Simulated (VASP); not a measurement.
Here is a VASP 6.6.1 calculation.

Contents of POSCAR:

```
TlCl
1.0
    3.8370264146      0.0000000000      0.0000000000
    0.0000000000      3.8370264146      0.0000000000
    0.0000000000      0.0000000000     24.5925660364
Cl Tl
3 3
Direct
    0.5000000000      0.5000000000      0.3065709562
    0.5000000000      0.5000000000      0.4740207026
    0.5000000000      0.5000000000      0.6423217937
    0.0000000000      0.0000000000      0.3574676033
    0.0000000000      0.0000000000      0.5259270877
    0.0000000000      0.0000000000      0.6936918565
```

File INCAR.step1:

```
SYSTEM = TlCl
PREC     = Accurate       ! precision mode
ENCUT    = 440            ! plane-wave cutoff, eV
ISMEAR   = 0              ! smearing method
SIGMA    = 0.05           ! smearing width, eV
LREAL    = .FALSE.        ! projectors in reciprocal space
LASPH    = .TRUE.         ! aspherical terms in the spheres
NELM     = 120            ! most SCF steps
LDIPOL   = .TRUE.       
IDIPOL   = 3            
DIPOL    = 0.5 0.5 0.500
NBANDS   = 39             ! bands
GGA      = PE             ! functional
ALGO     = Normal         ! electronic algorithm
EDIFF    = 1E-5           ! SCF threshold, eV
LWAVE    = .TRUE.         ! write WAVECAR
LCHARG   = .FALSE.        ! write CHGCAR
GGA_COMPAT= .FALSE.      
NELMDL   = -8
```

File INCAR.step2:

```
SYSTEM = TlCl
PREC     = Accurate       ! precision mode
ENCUT    = 440            ! plane-wave cutoff, eV
EDIFF    = 1E-6           ! SCF threshold, eV
ISMEAR   = 0              ! smearing method
SIGMA    = 0.05           ! smearing width, eV
LREAL    = .FALSE.        ! projectors in reciprocal space
LASPH    = .TRUE.         ! aspherical terms in the spheres
NELM     = 120            ! most SCF steps
ALGO     = Normal         ! electronic algorithm
ISIF     = 2              ! what is computed and relaxed
LWAVE    = .FALSE.        ! write WAVECAR
LCHARG   = .FALSE.        ! write CHGCAR
LDIPOL   = .TRUE.       
IDIPOL   = 3            
DIPOL    = 0.5 0.5 0.500
METAGGA  = R2SCAN         ! meta-GGA
LMIXTAU  = .TRUE.       
NBANDS   = 39             ! bands
ISTART   = 1            
GGA_COMPAT= .FALSE.
```

KPOINTS

```
Automatic mesh
0
G
  7 7 1
  0 0 0
```

Potentials or basis: VASP PAW PBE potentials, release 64 (Cl, Tl_d).

The run is started by

```bash
$ cat potpaw_PBE.64/Cl/POTCAR potpaw_PBE.64/Tl_d/POTCAR > POTCAR
$ cp INCAR.step1 INCAR
$ mpirun -np 1 vasp_std > vasp.out
$ cp INCAR.step2 INCAR
$ mpirun -np 1 vasp_std > vasp.out
```

Estimate the band gap on the k mesh.

zero (band 30 reaches -0.94 eV, above the bottom of band 31 at -1.02 eV).

Estimate the largest force.

0.007 eV/Å.

Forces on the atoms (eV/Å):
```
Cl   0.000  0.000 -0.004
Cl   0.000  0.000 -0.004
Cl   0.000  0.000 -0.007
Tl   0.000  0.000  0.004
Tl   0.000  0.000  0.007
Tl   0.000  0.000  0.004
```

Caveat: the PAW data sets were made with another functional, which shifts forces and pressure a little; spin-orbit coupling is left out, which moves the levels of the heavy elements.
